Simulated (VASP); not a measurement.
# Nb3C5 (P4/mmm) in VASP: a series of runs, part 2 of 2

VASP 6.6.1. Earlier steps stand in the parts before.

### 3 Single point, PBE

INCAR

```
PREC = Accurate
ENCUT = 520
EDIFF = 1E-6
ISMEAR = 0
SIGMA = 0.1
LREAL = False
LASPH = True
NELM = 80
ALGO = Normal
ISIF = 2
LWAVE = False
LCHARG = False
GGA = PE
NBANDS = 40
```

KPOINTS

```
regular mesh
0
Gamma
  10 10 4
```

POSCAR

```
Nb3C5
1.0
    3.0706990154      0.0000000000      0.0000000000
    0.0000000000      3.0706990154      0.0000000000
    0.0000000000      0.0000000000      9.6740219886
Nb C
3 5
Direct
    0.5000000000      0.5000000000      0.2203810685
    0.5000000000      0.5000000000      0.7796189315
    0.0000000000      0.0000000000      0.5000000000
    0.0000000000      0.0000000000      0.1389794458
    0.5000000000      0.5000000000      0.5732964626
    0.5000000000      0.5000000000      0.4267035374
    0.0000000000      0.0000000000      0.8610205542
    0.0000000000      0.0000000000      0.0000000000
```

Potentials or basis: VASP PAW PBE potentials, release 64 (Nb_sv, C).

Run with:

```
$ cat potpaw_PBE.64/Nb_sv/POTCAR potpaw_PBE.64/C/POTCAR > POTCAR
$ mpirun -np 1 vasp_std > vasp.out
```

OUTCAR:

```text
PREC = Accurate
   ENCUT = 520
   EDIFF = 1E-6
   ISMEAR = 0
   LREAL = False
   LASPH = True
   NELM = 80
   ISIF = 2
   GGA = PE

 ion  position               nearest neighbor table
   1  0.500  0.500  0.220-   6 2.00   4 2.31   4 2.31   4 2.31   4 2.31
   2  0.500  0.500  0.780-   5 2.00   7 2.31   7 2.31   7 2.31   7 2.31
   3  0.000  0.000  0.500-   5 2.28   6 2.28   5 2.28   6 2.28   5 2.28   6 2.28   5 2.28   6 2.28

   4  0.000  0.000  0.139-   8 1.34   1 2.31   1 2.31   1 2.31   1 2.31
   5  0.500  0.500  0.573-   6 1.42   2 2.00   3 2.28   3 2.28   3 2.28   3 2.28
   6  0.500  0.500  0.427-   5 1.42   1 2.00   3 2.28   3 2.28   3 2.28   3 2.28
   7  0.000  0.000  0.861-   8 1.34   2 2.31   2 2.31   2 2.31   2 2.31
   8  0.000  0.000  0.000-   4 1.34   7 1.34

  LATTYP: Found a simple tetragonal cell.
 ALAT       =     3.0706990154
 C/A-ratio  =     3.1504298989

  Lattice vectors:

 A1 = (   3.0706990154,   0.0000000000,   0.0000000000)
 A2 = (   0.0000000000,   3.0706990154,   0.0000000000)
 A3 = (   0.0000000000,   0.0000000000,   9.6740219886)

Analysis of symmetry for initial positions (statically):
=====================================================================
 Subroutine PRICEL returns:
 Original cell was already a primitive cell.

 Routine SETGRP: Setting up the symmetry group for a
 simple tetragonal supercell.

 Subroutine GETGRP returns: Found 16 space group operations
 (whereof 16 operations were pure point group operations)
 out of a pool of 16 trial point group operations.

The static configuration has the point symmetry D_4h.

Analysis of symmetry for dynamics (positions and initial velocities):
=====================================================================
 Subroutine PRICEL returns:
 Original cell was already a primitive cell.

 Routine SETGRP: Setting up the symmetry group for a
 simple tetragonal supercell.
[... 134 lines left out ...]
   IALGO  =     38    algorithm
   IMIX   =      4    mixing-type and parameters
     AMIX     =   0.40;   BMIX     =  1.00
     AMIX_MAG =   1.60;   BMIX_MAG =  1.00
  volume/ion in A,a.u.               =      11.40        76.95
  Fermi-wavevector in a.u.,A,eV,Ry     =   1.415788  2.675452 27.272286  2.004456
  Thomas-Fermi vector in A             =   2.537190
   LORBIT       =      0    0 simple, 1 ext, 2 COOP (PROOUT), +10 PAW based schemes
   GGA     = PE    functional components
   LHFCALC =     F    Hartree Fock is set to
   AEXX    =    0.0000 exact exchange contribution
   IVDW    =     0    specifies the selected vdW correction
   LEPSILON=     F    determine dielectric tensor
   LRPA    =     F    only Hartree local field effects (RPA)
 non-spin polarized calculation
 Gauss-broadening in eV      SIGMA  =   0.10
  energy-cutoff  :      520.00
  volume of cell :       91.22
 maximum number of plane-waves:      2500
 NGX is ok and might be reduce to    24
   NGX = 11   NGY = 11   NGZ = 35

 number of electron      58.9999994 magnetization

 Free energy of the ion-electron system (eV)
  ---------------------------------------------------
  ext. energy  EPLUGINS =         0.00000000
  ---------------------------------------------------
  free energy    TOTEN  =       -75.42975671 eV

  energy without entropy =      -75.41393076  energy(sigma->0) =      -75.42184373

 E-fermi :  10.1646     XC(G=0): -12.1105

 val. band max:       10.1575150787   @ k =   0.5000   0.4000   0.2500
 cond. band min:      10.1679477912   @ k =   0.3000   0.0000   0.0000
 fundamental gap:      0.0104327124
 Fermi energy:        10.1645843615

 k-point     1 :       0.0000    0.0000    0.0000
  band No.  band energies     occupation
      1     -45.7530      2.00000
      2     -45.4454      2.00000
      3     -45.4448      2.00000
      4     -21.8516      2.00000
      5     -21.7490      2.00000
      6     -21.7490      2.00000
[... 1021 lines left out ...]
     39      13.6303      0.00000
     40      14.4930      0.00000

 [... further k-points ...]
[... 5 lines left out ...]
  --------------------------------------------------------------------------------------
  -------------------------------------------------------------------------------------
  Total       -0.1651782     -0.1651782     -0.0019137      0.0000000      0.0000000      0.0000000
  in kB       -2.9012267     -2.9012267     -0.0336135      0.0000000      0.0000000      0.0000000
  external PRESSURE =      -1.9453557 kB  Pullay stress =       0.0000000 kB

 VOLUME and BASIS-vectors are now :
 -----------------------------------------------------------------------------
  energy-cutoff  :      520.00
  volume of cell :       91.22
      direct lattice vectors                 reciprocal lattice vectors
     3.070699015  0.000000000  0.000000000     0.325658749  0.000000000  0.000000000
     0.000000000  3.070699015  0.000000000     0.000000000  0.325658749  0.000000000
     0.000000000  0.000000000  9.674021989     0.000000000  0.000000000  0.103369622

 POSITION                                       TOTAL-FORCE (eV/Angst)
 -----------------------------------------------------------------------------------
      1.53535      1.53535      2.13197        -0.000000      0.000000      0.029794
      1.53535      1.53535      7.54205         0.000000     -0.000000     -0.029794
      0.00000      0.00000      4.83701        -0.000000     -0.000000      0.000000
      0.00000      0.00000      1.34449         0.000000     -0.000000      0.050319
      1.53535      1.53535      5.54608         0.000000     -0.000000      0.092515
      1.53535      1.53535      4.12794        -0.000000      0.000000     -0.092515
      0.00000      0.00000      8.32953        -0.000000     -0.000000     -0.050319
      0.00000      0.00000      0.00000        -0.000000     -0.000000      0.000000
 -----------------------------------------------------------------------------------
    total drift:                                0.000000     -0.000000      0.000000

  FREE ENERGIE OF THE ION-ELECTRON SYSTEM (eV)
  ---------------------------------------------------
  free  energy   TOTEN  =       -75.4297567067 eV

  energy  without entropy=      -75.4139307580  energy(sigma->0) =      -75.42184373
```

OSZICAR:

```text
N       E                     dE             d eps       ncg     rms          rms(c)
DAV:   1     0.623053807698E+03    0.62305E+03   -0.31594E+04  5040   0.150E+03
DAV:   2    -0.317768368696E+02   -0.65483E+03   -0.63436E+03  6224   0.570E+02
DAV:   3    -0.851504900798E+02   -0.53374E+02   -0.52402E+02  8416   0.130E+02
DAV:   4    -0.886958432052E+02   -0.35454E+01   -0.35272E+01  8696   0.279E+01
DAV:   5    -0.888134698174E+02   -0.11763E+00   -0.11744E+00  7960   0.531E+00    0.220E+01
DAV:   6    -0.757609010805E+02    0.13053E+02   -0.73662E+01  7344   0.386E+01    0.728E+00
DAV:   7    -0.758136874072E+02   -0.52786E-01   -0.94020E+00  8744   0.163E+01    0.554E+00
DAV:   8    -0.754708482015E+02    0.34284E+00   -0.20734E+00  8296   0.707E+00    0.370E+00
DAV:   9    -0.754316129520E+02    0.39235E-01   -0.22902E-01  7496   0.267E+00    0.124E+00
DAV:  10    -0.754296879227E+02    0.19250E-02   -0.54784E-02  7464   0.131E+00    0.302E-01
DAV:  11    -0.754295758782E+02    0.11204E-03   -0.78592E-03  7552   0.510E-01    0.193E-01
DAV:  12    -0.754297372544E+02   -0.16138E-03   -0.11077E-03  7992   0.215E-01    0.584E-02
DAV:  13    -0.754297544414E+02   -0.17187E-04   -0.14548E-04  7720   0.866E-02    0.142E-02
DAV:  14    -0.754297572850E+02   -0.28435E-05   -0.18005E-05  7376   0.262E-02    0.648E-03
DAV:  15    -0.754297567067E+02    0.57824E-06   -0.15720E-06  4672   0.902E-03
   1 F= -.75429757E+02 E0= -.75421844E+02  d E =-.158259E-01
```

It took 4.9 min on 1 thread of Intel Xeon Platinum 8488C (Sapphire Rapids), shared host; peak memory 0.3 GiB.

What came out:

```
Free energy   : -75.4298 eV
Pressure      : -0.2 GPa
Largest force : 0.093 eV/Å
```

Forces on the atoms (eV/Å):
```
Nb   0.000  0.000  0.030
Nb   0.000  0.000 -0.030
Nb   0.000  0.000  0.000
C    0.000  0.000  0.050
C    0.000  0.000  0.093
C    0.000  0.000 -0.093
C    0.000  0.000 -0.050
C    0.000  0.000  0.000
```

Stress tensor (GPa, compression positive):
```
-0.29  0.00  0.00
 0.00 -0.29  0.00
 0.00  0.00  0.00
```

Levels at points of the mesh, in eV from the Fermi level:
```
           k point  band 25  band 26  band 27  band 28  band 29  band 30  band 31  band 32  band 33  band 34
(0.00, 0.00, 0.00)    -2.61    -2.49    -2.32    -2.32    -1.08    -1.08     0.20     0.78     2.01     2.08
(0.50, 0.00, 0.00)    -3.35    -3.20    -2.52    -2.38    -0.38    -0.04     0.70     0.98     1.32     1.99
(0.50, 0.50, 0.00)    -4.93    -3.76    -3.76     0.44     0.84     0.84     2.21     2.31     2.31     2.75
(0.00, 0.00, 0.50)    -2.66    -2.43    -1.96    -1.96    -1.37    -1.37     0.58     0.78     1.01     2.06
(0.50, 0.00, 0.50)    -3.57    -3.19    -2.79    -2.17    -0.09     0.39     0.96     1.05     1.34     1.44
(0.50, 0.50, 0.50)    -4.85    -3.90    -3.90     0.56     1.17     1.17     1.45     1.71     1.71     3.08
```
